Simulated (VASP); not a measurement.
# BP (I-4m2) in VASP: further runs

The runs below take BP through single point, with PBE.

Program: VASP 6.6.1. These are calculated values, not measurements. Logs are shortened: lines on timing, memory, paths and dates and some standing lists are left out, and cuts for length are marked.

## Step 1: The cell of the first run

It takes space group I-4m2 (No. 119, tetragonal). The conventional cell has a = 2.728 Å, b = 2.728 Å, c = 4.538 Å, α = 90.00°, β = 90.00°, γ = 90.00°. Within 2.4 Å of B (site symmetry -4m2) lie 4 P at 1.77 Å. P (site symmetry -4m2) has 4 B at 1.77 Å within 2.4 Å.

## Step 2: Single point, PBE (strain -0.1500 x Voigt [1, 1, 0, 0, 0, 0])

INCAR reads:

```
SYSTEM = BP
PREC = Accurate
ENCUT = 520
EDIFF = 1E-7
ISMEAR = 0
SIGMA = 0.05
LREAL = .False.
LASPH = .True.
NELM = 80
ALGO = Normal
ISIF = 2
LWAVE = .False.
LCHARG = .True.
GGA = PE
LELF = .True.
LVHAR = .True.
NBANDS = 11
```

KPOINTS reads:

```
Automatic mesh
0
Gamma
  10 10 10
  0 0 0
```

POSCAR reads:

```
BP
1.0
    0.0000000000      1.9286500000      2.2690000000
    1.9286500000      0.0000000000      2.2690000000
    1.9286500000      1.9286500000      0.0000000000
B P
1 1
Direct
    0.0000000000      0.0000000000      0.0000000000
    0.7500000000      0.7500000000      0.7500000000
```

Potentials or basis: VASP PAW PBE potentials, release 64 (B, P).

On the command line:

```console
$ cat potpaw_PBE.64/B/POTCAR potpaw_PBE.64/P/POTCAR > POTCAR
$ mpirun -np 1 vasp_std > vasp.out
```

OUTCAR:

```text
SYSTEM = BP
   PREC = Accurate
   ENCUT = 520
   EDIFF = 1E-7
   ISMEAR = 0
   LREAL = .False.
   LASPH = .True.
   NELM = 80
   ISIF = 2
   GGA = PE

 ion  position               nearest neighbor table
   1  0.000  0.000  0.000-   2 1.77   2 1.77   2 1.77   2 1.77
   2  0.750  0.750  0.750-   1 1.77   1 1.77   1 1.77   1 1.77

  LATTYP: Found a body centered tetragonal cell.
 ALAT       =     2.7275229871
 C/A-ratio  =     1.6637806616

  Lattice vectors:

 A1 = (  -1.9286500000,   0.0000000000,   2.2690000000)
 A2 = (   1.9286500000,   0.0000000000,   2.2690000000)
 A3 = (   0.0000000000,   1.9286500000,  -2.2690000000)

Analysis of symmetry for initial positions (statically):
=====================================================================
 Subroutine PRICEL returns:
 Original cell was already a primitive cell.

 Routine SETGRP: Setting up the symmetry group for a
 body centered tetragonal supercell.

 Subroutine GETGRP returns: Found  8 space group operations
 (whereof  8 operations were pure point group operations)
 out of a pool of 16 trial point group operations.

The static configuration has the point symmetry D_2d.

Analysis of symmetry for dynamics (positions and initial velocities):
=====================================================================
 Subroutine PRICEL returns:
 Original cell was already a primitive cell.

 Routine SETGRP: Setting up the symmetry group for a
 body centered tetragonal supercell.

 Subroutine GETGRP returns: Found  8 space group operations
 (whereof  8 operations were pure point group operations)
 out of a pool of 16 trial point group operations.

The dynamic configuration has the point symmetry D_2d.

 Subroutine INISYM returns: Found  8 space group operations
 (whereof  8 operations are pure point group operations),
 and found     1 'primitive' translations

----------------------------------------------------------------------------------------

                                     Primitive cell

  volume of cell :      16.8800

  direct lattice vectors                    reciprocal lattice vectors
     0.000000000  1.928650000  2.269000000    -0.259248697  0.259248697  0.220361393
     1.928650000  0.000000000  2.269000000     0.259248697 -0.259248697  0.220361393
     1.928650000  1.928650000  0.000000000     0.259248697  0.259248697 -0.220361393

  length of vectors
     2.977927437  2.977927437  2.727522987     0.427760351  0.427760351  0.427760351

  position of ions in fractional coordinates (direct lattice)
     0.000000000  0.000000000  0.000000000
     0.750000000  0.750000000  0.750000000

  ion indices of the primitive-cell ions
   primitive index   ion index
                 1           1
                 2           2

----------------------------------------------------------------------------------------

 KPOINTS: Automatic mesh

Automatic generation of k-mesh.
 Grid dimensions read from file:
 generate k-points for:   10   10   10

 Generating k-lattice:

  Cartesian coordinates                     Fractional coordinates (reciprocal lattice)
    -0.025924870  0.025924870  0.022036139     0.100000000 -0.000000000  0.000000000
     0.025924870 -0.025924870  0.022036139    -0.000000000  0.100000000  0.000000000
     0.025924870  0.025924870 -0.022036139     0.000000000  0.000000000  0.100000000

  Length of vectors
     0.042776035  0.042776035  0.042776035

  Shift w.r.t. Gamma in fractional coordinates (k-lattice)
     0.000000000  0.000000000  0.000000000

 Subroutine IBZKPT returns following result:
 ===========================================

 Found    102 irreducible k-points:

 Following reciprocal coordinates:
            Coordinates               Weight
  0.000000  0.000000  0.000000      1.000000
  0.100000  0.000000  0.000000      8.000000
  0.200000  0.000000  0.000000      8.000000
  0.300000  0.000000  0.000000      8.000000
  0.400000 -0.000000  0.000000      8.000000
  0.500000  0.000000  0.000000      4.000000
[... 16 lines left out ...]
  0.300000  0.300000  0.000000      2.000000
  0.400000  0.300000  0.000000      8.000000
 [... further k-points ...]
   k-points           NKPTS =    102   k-points in BZ     NKDIM =    102   number of bands    NBANDS=     11
   number of dos      NEDOS =    301   number of ions     NIONS =      2
   total plane-waves  NPLWV =  11520
   dimension x,y,z NGX =    24 NGY =   24 NGZ =   20
   dimension x,y,z NGXF=    48 NGYF=   48 NGZF=   40
   ions per type =               1   1
   NGX,Y,Z   is equivalent  to a cutoff of  13.40, 13.40, 12.19 a.u.
   NGXF,Y,Z  is equivalent  to a cutoff of  26.80, 26.80, 24.38 a.u.
 SYSTEM =  BP
   PREC   = accura    normal or accurate (medium, high low for compatibility)
   ISTART =      0    job   : 0-new  1-cont  2-samecut
   ICHARG =      2    charge: 1-file 2-atom 10-const
   ISPIN  =      1    spin polarized calculation?
   LNONCOLLINEAR =      F non collinear calculations
   LSORBIT =      F    spin-orbit coupling
   LASPH  =      T    aspherical Exc in radial PAW
   ENCUT  =  520.0 eV  38.22 Ry    6.18 a.u.   5.54  5.54  5.07*2*pi/ulx,y,z
   NELM   =     80;   NELMIN=  2; NELMDL= -5     # of ELM steps
   EDIFF  = 0.1E-06   stopping-criterion for ELM
   LREAL  =      F    real-space projection
   EDIFFG = 0.1E-05   stopping-criterion for IOM
   NSW    =      0    number of steps for IOM
   IBRION =     -1    ionic relax: 0-MD 1-quasi-New 2-CG
   NFREE  =      0    steps in history (QN), initial steepest desc. (CG)
   ISIF   =      2    stress and relaxation
   ISYM   =      2    0-nonsym 1-usesym 2-fastsym
   POTIM  = 0.5000    time-step for ionic-motion
   TEBEG  =    0.0;   TEEND  =   0.0 temperature during run
   PSTRESS=    0.0 pullay stress
   NELECT =       8.0000    total number of electrons
   NUPDOWN=      -1.0000    fix difference up-down
   EMIN   =  10.00;   EMAX   =-10.00  energy-range for DOS
   EFERMI =   0.00;   METHOD = LEGACY
   ISMEAR =     0;   SIGMA  =   0.05  broadening in eV -4-tet -1-fermi 0-gaus
   EFERMI_NEDOS =   21; number of points for ismear=-14 and -15
   IALGO  =     38    algorithm
   IMIX   =      4    mixing-type and parameters
     AMIX     =   0.40;   BMIX     =  1.00
     AMIX_MAG =   1.60;   BMIX_MAG =  1.00
  volume/ion in A,a.u.               =       8.44        56.96
  Fermi-wavevector in a.u.,A,eV,Ry     =   1.276383  2.412014 22.165984  1.629154
  Thomas-Fermi vector in A             =   2.409042
   LORBIT       =      0    0 simple, 1 ext, 2 COOP (PROOUT), +10 PAW based schemes
   GGA     = PE    functional components
   LHFCALC =     F    Hartree Fock is set to
   AEXX    =    0.0000 exact exchange contribution
   IVDW    =     0    specifies the selected vdW correction
   LEPSILON=     F    determine dielectric tensor
   LRPA    =     F    only Hartree local field effects (RPA)
 non-spin polarized calculation
 Gauss-broadening in eV      SIGMA  =   0.05
  energy-cutoff  :      520.00
  volume of cell :       16.88
 maximum number of plane-waves:       473
 NGX is ok and might be reduce to    24
   NGX = 11   NGY = 11   NGZ = 11

 number of electron       8.0000000 magnetization

 Free energy of the ion-electron system (eV)
  ---------------------------------------------------
  ext. energy  EPLUGINS =         0.00000000
  ---------------------------------------------------
  free energy    TOTEN  =       -11.01688703 eV

  energy without entropy =      -11.01596664  energy(sigma->0) =      -11.01642683

 E-fermi :  12.2452     XC(G=0): -12.3918

 val. band max:       12.2381420408   @ k =   0.1000   0.0000   0.0000
 cond. band min:      12.2454844724   @ k =   0.5000   0.0000   0.4000
 fundamental gap:      0.0073424316
 Fermi energy:        12.2452466687

 k-point     1 :       0.0000    0.0000    0.0000
  band No.  band energies     occupation
      1      -6.9200      2.00000
      2      10.2694      2.00000
      3      12.4991      0.00000
      4      12.4991      0.00000
      5      15.8960      0.00000
      6      15.8960      0.00000
      7      16.4287      0.00000
      8      21.0868      0.00000
      9      24.5619      0.00000
     10      25.3386      0.00000
     11      26.2841      0.00000

 k-point     2 :       0.1000    0.0000    0.0000
  band No.  band energies     occupation
      1      -6.6853      2.00000
      2       9.5769      2.00000
      3      11.2186      2.00000
      4      12.2381      1.15926
      5      15.7940      0.00000
      6      16.4272      0.00000
      7      17.4420      0.00000
      8      21.0175      0.00000
      9      24.2461      0.00000
     10      26.5202      0.00000
     11      26.7298      0.00000

 k-point     3 :       0.2000    0.0000    0.0000
  band No.  band energies     occupation
      1      -5.9857      2.00000
      2       7.3185      2.00000
      3       9.7596      2.00000
      4      11.7897      2.00000
      5      15.4333      0.00000
      6      17.5109      0.00000
      7      18.4795      0.00000
      8      21.8845      0.00000
      9      24.2952      0.00000
     10      24.8739      0.00000
     11      28.3249      0.00000

 k-point     4 :       0.3000    0.0000    0.0000
  band No.  band energies     occupation
      1      -4.8399      2.00000
      2       4.4455      2.00000
      3       8.8651      2.00000
      4      11.4601      2.00000
      5      14.8220      0.00000
      6      18.2321      0.00000
      7      18.8913      0.00000
      8      23.7279      0.00000
      9      24.5072      0.00000
     10      24.5963      0.00000
     11      29.6257      0.00000

 k-point     5 :       0.4000   -0.0000    0.0000
  band No.  band energies     occupation
      1      -3.3189      2.00000
      2       1.7729      2.00000
      3       8.3226      2.00000
      4      11.2957      2.00000
      5      14.3400      0.00000
      6      18.1987      0.00000
      7      19.0546      0.00000
      8      23.7187      0.00000
      9      26.0643      0.00000
     10      26.7702      0.00000
     11      30.9409      0.00000
[... 211 lines left out ...]
 k-point    21 :      -0.3000    0.2000    0.0000
  band No.  band energies     occupation
      1      -2.7358      2.00000
      2       2.5145      2.00000
      3       4.7866      2.00000
      4      11.1073      2.00000
      5      17.0295      0.00000
      6      18.9693      0.00000
      7      19.5493      0.00000
      8      23.4064      0.00000
      9      23.9068      0.00000
     10      27.5251      0.00000
     11      30.0880      0.00000

 k-point    22 :      -0.2000    0.2000    0.0000
  band No.  band energies     occupation
      1      -4.2102      2.00000
      2       4.8740      2.00000
      3       5.5684      2.00000
      4      11.8960      2.00000
      5      17.1591      0.00000
      6      18.4055      0.00000
      7      18.7123      0.00000
      8      22.5080      0.00000
      9      22.6413      0.00000
     10      27.4851      0.00000
     11      28.3929      0.00000

 k-point    23 :       0.3000    0.3000    0.0000
  band No.  band energies     occupation
      1      -4.7316      2.00000
      2       4.5926      2.00000
      3       8.9971      2.00000
      4       8.9971      2.00000
      5      14.2961      0.00000
      6      16.4489      0.00000
      7      22.7403      0.00000
      8      22.7403      0.00000
      9      27.3108      0.00000
     10      29.9705      0.00000
     11      31.9437      0.00000

 k-point    24 :       0.4000    0.3000    0.0000
  band No.  band energies     occupation
      1      -3.8021      2.00000
      2       3.3155      2.00000
      3       7.3720      2.00000
      4       8.7329      2.00000
      5      14.6216      0.00000
      6      17.0139      0.00000
      7      23.4922      0.00000
      8      23.8279      0.00000
      9      28.0750      0.00000
     10      30.0967      0.00000
     11      32.7881      0.00000

 [... further k-points ...]
[... 5 lines left out ...]
  --------------------------------------------------------------------------------------
  -------------------------------------------------------------------------------------
  Total       12.2297483     12.2297483      5.6989531      0.0000000     -0.0000000      0.0000000
  in kB     1160.7983093   1160.7983093    540.9216043      0.0000000     -0.0000000      0.0000000
  external PRESSURE =     954.1727410 kB  Pullay stress =       0.0000000 kB

 VOLUME and BASIS-vectors are now :
 -----------------------------------------------------------------------------
  energy-cutoff  :      520.00
  volume of cell :       16.88
      direct lattice vectors                 reciprocal lattice vectors
     0.000000000  1.928650000  2.269000000    -0.259248697  0.259248697  0.220361393
     1.928650000  0.000000000  2.269000000     0.259248697 -0.259248697  0.220361393
     1.928650000  1.928650000  0.000000000     0.259248697  0.259248697 -0.220361393

 POSITION                                       TOTAL-FORCE (eV/Angst)
 -----------------------------------------------------------------------------------
      0.00000      0.00000      0.00000         0.000000      0.000000      0.000000
      2.89297      2.89297      3.40350        -0.000000     -0.000000      0.000000
 -----------------------------------------------------------------------------------
    total drift:                               -0.000000     -0.000000     -0.000000

  FREE ENERGIE OF THE ION-ELECTRON SYSTEM (eV)
  ---------------------------------------------------
  free  energy   TOTEN  =       -11.0168870291 eV

  energy  without entropy=      -11.0159666391  energy(sigma->0) =      -11.01642683
```

Wall time 14 s (1 thread of Intel Xeon Platinum 8488C (Sapphire Rapids), shared host); peak memory 0.14 GiB.

Results:

```
Free energy            : -11.0169 eV
Pressure               : 95.4 GPa
Band gap on the k mesh : zero (band 4 reaches 12.54 eV, above the bottom of band 5 at 11.86 eV)
```

Caveat: the cell differs from its parent crystal (strain -0.1500 x Voigt [1, 1, 0, 0, 0, 0]).

## Step 3: Single point, PBE (strain -0.1125 x Voigt [1, 1, 0, 0, 0, 0])

INCAR reads:

```
SYSTEM = BP
PREC = Accurate ; ENCUT = 520
EDIFF = 1E-6 ; ISMEAR = 0
SIGMA = 0.05 ; LREAL = .False.
LASPH = .True. ; NELM = 80
ALGO = Normal ; ISIF = 2
LWAVE = .False. ; LCHARG = .True.
GGA = PE ; LELF = .True.
LVHAR = .True. ; NBANDS = 11
```

KPOINTS is that of step 2.

POSCAR reads:

```
BP
1.0
    0.0000000000      2.0137375000      2.2690000000
    2.0137375000      0.0000000000      2.2690000000
    2.0137375000      2.0137375000      0.0000000000
B P
1 1
Direct
    0.0000000000      0.0000000000      0.0000000000
    0.7500000000      0.7500000000      0.7500000000
```

Potentials or basis: VASP PAW PBE potentials, release 64 (B, P).

On the command line:

```console
$ cat potpaw_PBE.64/B/POTCAR potpaw_PBE.64/P/POTCAR > POTCAR
$ mpirun -np 1 vasp_std > vasp.out
```

Wall time 17 s (1 thread of Intel Xeon Platinum 8488C (Sapphire Rapids), shared host); peak memory 0.14 GiB.

Results (log left out):

```yaml
Free_energy: -11.9220 eV
Pressure: 61.2 GPa
Band_gap_on_the_k_mesh: zero (band 4 reaches 11.02 eV, above the bottom of band 5 at 10.93 eV)
```

Stress tensor (GPa, compression positive):
```
75.58  0.00  0.00
 0.00 75.58  0.00
 0.00  0.00 32.33
```

Levels at points of the mesh, in eV from the Fermi level:
```
           k point  band 2  band 3  band 4  band 5  band 6  band 7
(0.00, 0.00, 0.00)   -1.44    0.06    0.06    3.37    3.37    3.88
(0.50, 0.00, 0.00)  -11.31   -3.48   -1.41    2.57    5.31    5.99
(0.50, 0.50, 0.00)  -11.15   -4.34   -4.34    1.33    2.44   14.15
(0.50, 0.00, 0.50)   -9.86   -6.03   -5.70   -0.02    0.39   11.63
```

Caveat: the cell differs from its parent crystal (strain -0.1125 x Voigt [1, 1, 0, 0, 0, 0]).

## Step 4: Single point, PBE (strain +0.0750 x Voigt [1, 1, 0, 0, 0, 0])

INCAR reads:

```
PREC     = Accurate       # precision mode
ENCUT    = 520            # plane-wave cutoff, eV
EDIFF    = 1E-7           # SCF threshold, eV
ISMEAR   = 0              # smearing method
SIGMA    = 0.05           # smearing width, eV
LREAL    = F              # projectors in reciprocal space
LASPH    = T              # aspherical terms in the spheres
NELM     = 60             # most SCF steps
ALGO     = Normal         # electronic algorithm
ISIF     = 2              # what is computed and relaxed
LWAVE    = F              # write WAVECAR
LCHARG   = F              # write CHGCAR
GGA      = PE             # functional
NBANDS   = 11             # bands
```

KPOINTS reads:

```
regular mesh
0
Gamma
  10 10 10
```

POSCAR reads:

```
BP
1.0
    0.0000000000      2.4391750000      2.2690000000
    2.4391750000      0.0000000000      2.2690000000
    2.4391750000      2.4391750000      0.0000000000
B P
1 1
Direct
    0.0000000000      0.0000000000      0.0000000000
    0.7500000000      0.7500000000      0.7500000000
```

On the command line:

```console
$ cat potpaw_PBE.64/B/POTCAR potpaw_PBE.64/P/POTCAR > POTCAR
$ mpirun -np 1 vasp_std > vasp.out
```

Run time: 42 s. Hardware: 1 thread of Intel Xeon Platinum 8488C (Sapphire Rapids), shared host; peak memory 0.16 GiB.

The run converged. Its results:

```
Free energy            : -12.6567 eV
Pressure               : -17.2 GPa
Band gap on the k mesh : 0.45 eV, indirect (least direct gap 2.57 eV)
```

Stress tensor (GPa, compression positive):
```
-22.34   0.00   0.00
  0.00 -22.34   0.00
  0.00   0.00  -6.96
```

Levels at points of the mesh, in eV from the valence-band top:
```tsv
k point	band 1	band 2	band 3	band 4	band 5	band 6	band 7	band 8	band 9
(0.00, 0.00, 0.00)	-14.63	-0.60	-0.60	0.00	2.57	2.99	2.99	4.82	10.23
(0.50, 0.00, 0.00)	-11.82	-8.45	-2.35	-1.60	2.30	3.94	4.74	9.24	12.48
(0.50, 0.50, 0.00)	-10.14	-7.88	-4.42	-4.42	0.69	0.83	10.41	10.41	13.57
(0.50, 0.00, 0.50)	-10.69	-8.44	-3.82	-3.71	1.46	1.70	9.74	10.67	12.64
```

Caveat: the cell differs from its parent crystal (strain +0.0750 x Voigt [1, 1, 0, 0, 0, 0]).

(Part 1 of 2 ends here.)
